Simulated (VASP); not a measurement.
# Na (P6_3/mmc) in VASP: notebook

The runs below take Na through single point, with PBE.

Everything below comes from runs of VASP 6.6.1. Logs are shortened: lines on timing, memory, paths and dates and some standing lists are left out, and cuts for length are marked.

### Step 1. The cell of the first run

The structure is hexagonal, space group P6_3/mmc (No. 194). Conventional cell: a = 3.845 Å, b = 3.845 Å, c = 6.103 Å, α = 90.00°, β = 90.00°, γ = 120.00°. Within 5.0 Å of Na (site symmetry -6m2) lie 12 Na at 3.77 to 3.84 Å.

This isn't the form of Na at room conditions, which is bcc.

### Step 2. Single point, PBE

Contents of INCAR:

```
SYSTEM = Na
  ALGO = Fast
  EDIFF = 1E-6
  ENCUT = 520
  GGA = PE
  ISIF = 2
  ISMEAR = 0
  LASPH = .TRUE.
  LCHARG = .TRUE.
  LELF = .TRUE.
  LREAL = .FALSE.
  LVHAR = .TRUE.
  LWAVE = .FALSE.
  NBANDS = 14
  NELM = 60
  PREC = Accurate
  SIGMA = 0.15
```

Contents of KPOINTS:

```
k-points
0
G
  15 15 8
  0 0 0
```

Contents of POSCAR:

```
Na
1.0
    3.8449870651      0.0000000000      0.0000000000
   -1.9224935325      3.3298564756      0.0000000000
    0.0000000000      0.0000000000      6.1030356778
Na
2
Direct
    0.3333333333      0.6666666667      0.2500000000
    0.6666666667      0.3333333333      0.7500000000
```

Potentials or basis: VASP PAW PBE potentials, release 64 (Na_pv).

Command:

```console
> cat potpaw_PBE.64/Na_pv/POTCAR > POTCAR
> mpirun -np 1 vasp_std > vasp.out
```

OUTCAR:

```text
SYSTEM = Na
   EDIFF = 1E-6
   ENCUT = 520
   GGA = PE
   ISIF = 2
   ISMEAR = 0
   LASPH = .TRUE.
   LREAL = .FALSE.
   NELM = 60
   PREC = Accurate

 ion  position               nearest neighbor table
   1  0.333  0.667  0.250-
   2  0.667  0.333  0.750-

  LATTYP: Found a hexagonal cell.
 ALAT       =     3.8449870651
 C/A-ratio  =     1.5872707956

  Lattice vectors:

 A1 = (   3.8449870651,   0.0000000000,   0.0000000000)
 A2 = (  -1.9224935325,   3.3298564756,   0.0000000000)
 A3 = (   0.0000000000,   0.0000000000,   6.1030356778)

Analysis of symmetry for initial positions (statically):
=====================================================================
 Subroutine PRICEL returns:
 Original cell was already a primitive cell.

 Routine SETGRP: Setting up the symmetry group for a
 hexagonal supercell.

 Subroutine GETGRP returns: Found 24 space group operations
 (whereof 12 operations were pure point group operations)
 out of a pool of 24 trial point group operations.

The static configuration has the point symmetry D_3d.
 The point group associated with its full space group is D_6h.

Analysis of symmetry for dynamics (positions and initial velocities):
=====================================================================
 Subroutine PRICEL returns:
 Original cell was already a primitive cell.

 Routine SETGRP: Setting up the symmetry group for a
 hexagonal supercell.

 Subroutine GETGRP returns: Found 24 space group operations
 (whereof 12 operations were pure point group operations)
 out of a pool of 24 trial point group operations.

The dynamic configuration has the point symmetry D_3d.
 The point group associated with its full space group is D_6h.

 Subroutine INISYM returns: Found 24 space group operations
 (whereof 12 operations are pure point group operations),
 and found     1 'primitive' translations

----------------------------------------------------------------------------------------

                                     Primitive cell

  volume of cell :      78.1387

  direct lattice vectors                    reciprocal lattice vectors
     3.844987065  0.000000000  0.000000000     0.260078898  0.150156622  0.000000000
    -1.922493533  3.329856476  0.000000000     0.000000000  0.300313244  0.000000000
     0.000000000  0.000000000  6.103035678     0.000000000  0.000000000  0.163852884

  length of vectors
     3.844987065  3.844987065  6.103035678     0.300313244  0.300313244  0.163852884

  position of ions in fractional coordinates (direct lattice)
     0.333333333  0.666666667  0.250000000
     0.666666667  0.333333333  0.750000000

  ion indices of the primitive-cell ions
   primitive index   ion index
                 1           1
                 2           2

----------------------------------------------------------------------------------------

 KPOINTS: k-points

Automatic generation of k-mesh.
 Grid dimensions read from file:
 generate k-points for:   15   15    8

 Generating k-lattice:

  Cartesian coordinates                     Fractional coordinates (reciprocal lattice)
     0.017338593  0.010010441  0.000000000     0.066666667  0.000000000  0.000000000
     0.000000000  0.020020883  0.000000000     0.000000000  0.066666667  0.000000000
     0.000000000  0.000000000  0.020481611     0.000000000  0.000000000  0.125000000

  Length of vectors
     0.020020883  0.020020883  0.020481611

  Shift w.r.t. Gamma in fractional coordinates (k-lattice)
     0.000000000  0.000000000  0.000000000

 Subroutine IBZKPT returns following result:
 ===========================================

 Found    135 irreducible k-points:

 Following reciprocal coordinates:
            Coordinates               Weight
  0.000000  0.000000  0.000000      1.000000
  0.066667 -0.000000  0.000000      6.000000
  0.133333 -0.000000  0.000000      6.000000
  0.200000  0.000000  0.000000      6.000000
  0.266667 -0.000000  0.000000      6.000000
  0.333333  0.000000  0.000000      6.000000
[... 16 lines left out ...]
  0.333333  0.200000  0.000000     12.000000
  0.400000  0.200000  0.000000      6.000000
 [... further k-points ...]
   k-points           NKPTS =    135   k-points in BZ     NKDIM =    135   number of bands    NBANDS=     14
   number of dos      NEDOS =    301   number of ions     NIONS =      2
   total plane-waves  NPLWV =  43200
   dimension x,y,z NGX =    30 NGY =   30 NGZ =   48
   dimension x,y,z NGXF=    60 NGYF=   60 NGZF=   96
   ions per type =               2
   NGX,Y,Z   is equivalent  to a cutoff of  12.97, 12.97, 13.08 a.u.
   NGXF,Y,Z  is equivalent  to a cutoff of  25.94, 25.94, 26.15 a.u.
 SYSTEM =  Na
   PREC   = accura    normal or accurate (medium, high low for compatibility)
   ISTART =      0    job   : 0-new  1-cont  2-samecut
   ICHARG =      2    charge: 1-file 2-atom 10-const
   ISPIN  =      1    spin polarized calculation?
   LNONCOLLINEAR =      F non collinear calculations
   LSORBIT =      F    spin-orbit coupling
   LASPH  =      T    aspherical Exc in radial PAW
   ENCUT  =  520.0 eV  38.22 Ry    6.18 a.u.   7.15  7.15 11.35*2*pi/ulx,y,z
   NELM   =     60;   NELMIN=  2; NELMDL= -5     # of ELM steps
   EDIFF  = 0.1E-05   stopping-criterion for ELM
   LREAL  =      F    real-space projection
   EDIFFG = 0.1E-04   stopping-criterion for IOM
   NSW    =      0    number of steps for IOM
   IBRION =     -1    ionic relax: 0-MD 1-quasi-New 2-CG
   NFREE  =      0    steps in history (QN), initial steepest desc. (CG)
   ISIF   =      2    stress and relaxation
   ISYM   =      2    0-nonsym 1-usesym 2-fastsym
   POTIM  = 0.5000    time-step for ionic-motion
   TEBEG  =    0.0;   TEEND  =   0.0 temperature during run
   PSTRESS=    0.0 pullay stress
   NELECT =      14.0000    total number of electrons
   NUPDOWN=      -1.0000    fix difference up-down
   EMIN   =  10.00;   EMAX   =-10.00  energy-range for DOS
   EFERMI =   0.00;   METHOD = LEGACY
   ISMEAR =     0;   SIGMA  =   0.15  broadening in eV -4-tet -1-fermi 0-gaus
   EFERMI_NEDOS =   21; number of points for ismear=-14 and -15
   IALGO  =     68    algorithm
   IMIX   =      4    mixing-type and parameters
     AMIX     =   0.40;   BMIX     =  1.00
     AMIX_MAG =   1.60;   BMIX_MAG =  1.00
  volume/ion in A,a.u.               =      39.07       263.65
  Fermi-wavevector in a.u.,A,eV,Ry     =   0.922916  1.744058 11.589083  0.851774
  Thomas-Fermi vector in A             =   2.048495
   LORBIT       =      0    0 simple, 1 ext, 2 COOP (PROOUT), +10 PAW based schemes
   GGA     = PE    functional components
   LHFCALC =     F    Hartree Fock is set to
   AEXX    =    0.0000 exact exchange contribution
   IVDW    =     0    specifies the selected vdW correction
   LEPSILON=     F    determine dielectric tensor
   LRPA    =     F    only Hartree local field effects (RPA)
 non-spin polarized calculation
 RMM-DIIS sequential band-by-band and
 Gauss-broadening in eV      SIGMA  =   0.15
  energy-cutoff  :      520.00
  volume of cell :       78.14
 maximum number of plane-waves:      2124
 NGX is ok and might be reduce to    30
   NGX = 15   NGY = 15   NGZ = 23

 number of electron      13.9999989 magnetization

 Free energy of the ion-electron system (eV)
  ---------------------------------------------------
  ext. energy  EPLUGINS =         0.00000000
  ---------------------------------------------------
  free energy    TOTEN  =        -2.62192137 eV

  energy without entropy =       -2.60971818  energy(sigma->0) =       -2.61581978

 E-fermi :   0.1908     XC(G=0):  -6.3663

 val. band max:        0.1812225656   @ k =   0.4000   0.0667   0.3750
 cond. band min:       0.2001327857   @ k =   0.4000   0.0000   0.5000
 fundamental gap:      0.0189102200
 Fermi energy:         0.1908335493

 k-point     1 :       0.0000    0.0000    0.0000
  band No.  band energies     occupation
      1     -24.7883      2.00000
      2     -24.7615      2.00000
      3     -24.7615      2.00000
      4     -24.7572      2.00000
      5     -24.7567      2.00000
      6     -24.7567      2.00000
      7      -2.9883      2.00000
      8       0.8581      0.00000
      9       1.2572      0.00000
     10       9.6476      0.00000
     11       9.6476      0.00000
     12       9.9160      0.00000
     13       9.9160      0.00000
     14      10.3238      0.00000

 k-point     2 :       0.0667   -0.0000    0.0000
  band No.  band energies     occupation
      1     -24.7879      2.00000
      2     -24.7624      2.00000
      3     -24.7618      2.00000
      4     -24.7576      2.00000
      5     -24.7574      2.00000
      6     -24.7569      2.00000
      7      -2.9261      2.00000
      8       0.9136      0.00000
      9       1.3179      0.00000
     10       8.4075      0.00000
     11       9.0490      0.00000
     12       9.5236      0.00000
     13      10.5981      0.00000
     14      11.1278      0.00000

 k-point     3 :       0.1333   -0.0000    0.0000
  band No.  band energies     occupation
      1     -24.7867      2.00000
      2     -24.7648      2.00000
      3     -24.7626      2.00000
      4     -24.7601      2.00000
      5     -24.7580      2.00000
      6     -24.7573      2.00000
      7      -2.7397      2.00000
      8       1.0803      0.00000
      9       1.4983      0.00000
     10       6.9475      0.00000
     11       8.4329      0.00000
     12       8.7970      0.00000
     13      10.3587      0.00000
     14      11.1484      0.00000
[... 324 lines left out ...]
 k-point    23 :       0.3333    0.2000    0.0000
  band No.  band energies     occupation
      1     -24.7787      2.00000
      2     -24.7747      2.00000
      3     -24.7742      2.00000
      4     -24.7702      2.00000
      5     -24.7659      2.00000
      6     -24.7643      2.00000
      7      -0.0183      1.95133
      8       1.7135      0.00000
      9       3.2921      0.00000
     10       3.5976      0.00000
     11       4.4826      0.00000
     12       5.2890      0.00000
     13       6.2941      0.00000
     14       6.9941      0.00000

 k-point    24 :       0.4000    0.2000    0.0000
  band No.  band energies     occupation
      1     -24.7794      2.00000
      2     -24.7744      2.00000
      3     -24.7731      2.00000
      4     -24.7712      2.00000
      5     -24.7668      2.00000
      6     -24.7646      2.00000
      7       0.7571      0.00000
      8       0.8460      0.00000
      9       3.2839      0.00000
     10       4.3620      0.00000
     11       4.4106      0.00000
     12       4.8412      0.00000
     13       5.7827      0.00000
     14       6.9362      0.00000

 [... further k-points ...]

------------------------ aborting loop because EDIFF is reached ----------------------------------------

  FORCE on cell =-STRESS in cart. coord.  units (eV):
  Direction    XX          YY          ZZ          XY          YZ          ZX
  --------------------------------------------------------------------------------------
  -------------------------------------------------------------------------------------
  Total       -0.2031309     -0.2031309     -0.1133465     -0.0000000      0.0000000      0.0000000
  in kB       -4.1650510     -4.1650510     -2.3240863     -0.0000000      0.0000000      0.0000000
  external PRESSURE =      -3.5513961 kB  Pullay stress =       0.0000000 kB

 VOLUME and BASIS-vectors are now :
 -----------------------------------------------------------------------------
  energy-cutoff  :      520.00
  volume of cell :       78.14
      direct lattice vectors                 reciprocal lattice vectors
     3.844987065  0.000000000  0.000000000     0.260078898  0.150156622  0.000000000
    -1.922493533  3.329856476  0.000000000     0.000000000  0.300313244  0.000000000
     0.000000000  0.000000000  6.103035678     0.000000000  0.000000000  0.163852884

 POSITION                                       TOTAL-FORCE (eV/Angst)
 -----------------------------------------------------------------------------------
     -0.00000      2.21990      1.52576         0.000000     -0.000000     -0.000000
      1.92249      1.10995      4.57728        -0.000000      0.000000      0.000000
 -----------------------------------------------------------------------------------
    total drift:                               -0.000000      0.000000      0.000000

  FREE ENERGIE OF THE ION-ELECTRON SYSTEM (eV)
  ---------------------------------------------------
  free  energy   TOTEN  =        -2.6219213701 eV

  energy  without entropy=       -2.6097181802  energy(sigma->0) =       -2.61581978
```

It took 2.1 min on 1 thread of Oxide Virtual Turin-like, shared host; peak memory 0.23 GiB.

Results:

```yaml
Free_energy: -2.6219 eV
Pressure: -0.4 GPa
Band_gap_on_the_k_mesh: zero (bands 7 and 8 overlap by 4.10 eV)
```

Levels at points of the mesh, in eV from the Fermi level:
| k point | band 4 | band 5 | band 6 | band 7 | band 8 | band 9 | band 10 | band 11 |
| --- | --- | --- | --- | --- | --- | --- | --- | --- |
| (0.00, 0.00, 0.00) | -24.95 | -24.95 | -24.95 | -3.18 | 0.67 | 1.07 | 9.46 | 9.46 |
| (0.00, 0.00, 0.50) | -24.95 | -24.95 | -24.95 | -2.15 | -2.15 | 5.65 | 5.65 | 10.06 |

### Step 3. Single point, PBE

This run uses another cell than the first one, of 40.09 Å³/atom.

Contents of INCAR:

```
SYSTEM = Na
PREC = Accurate
ENCUT = 520
EDIFF = 1E-7
ISMEAR = 0
SIGMA = 0.15
LREAL = .FALSE.
LASPH = .TRUE.
NELM = 100
ALGO = Fast
ISIF = 2
LWAVE = .FALSE.
LCHARG = .TRUE.
GGA = PE
LELF = .TRUE.
LVHAR = .TRUE.
NBANDS = 14
```

Contents of KPOINTS:

```
Automatic mesh
0
G
  15 15 8
  0 0 0
```

Contents of POSCAR:

```
Na
1.0
    3.8947955076      0.0000000000      0.0000000000
   -1.9473977538      3.3729918521      0.0000000000
    0.0000000000      0.0000000000      6.1030356778
Na
2
Direct
    0.3333333333      0.6666666667      0.2500000000
    0.6666666667      0.3333333333      0.7500000000
```

Potentials or basis: VASP PAW PBE potentials, release 64 (Na_pv).

Command:

```console
> cat potpaw_PBE.64/Na_pv/POTCAR > POTCAR
> mpirun -np 1 vasp_std > vasp.out
```

Wall time 3 min (1 thread of Oxide Virtual Turin-like, shared host); peak memory 0.23 GiB.

It converged, with:

```
Free energy            : -2.6155 eV
Pressure               : -0.5 GPa
Band gap on the k mesh : zero (bands 7 and 8 overlap by 4.00 eV)
```

Stress tensor (GPa, compression positive):
```
-0.59  0.00  0.00
 0.00 -0.59  0.00
 0.00  0.00 -0.33
```

Levels at points of the mesh, in eV from the Fermi level:
| k point | band 5 | band 6 | band 7 | band 8 | band 9 | band 10 |
| --- | --- | --- | --- | --- | --- | --- |
| (0.00, 0.00, 0.00) | -24.97 | -24.97 | -3.13 | 0.72 | 1.12 | 9.22 |
| (0.00, 0.00, 0.50) | -24.97 | -24.97 | -2.09 | -2.09 | 5.71 | 5.71 |

The gap in the log of VASP goes by the Fermi energy; the results here count the filled bands.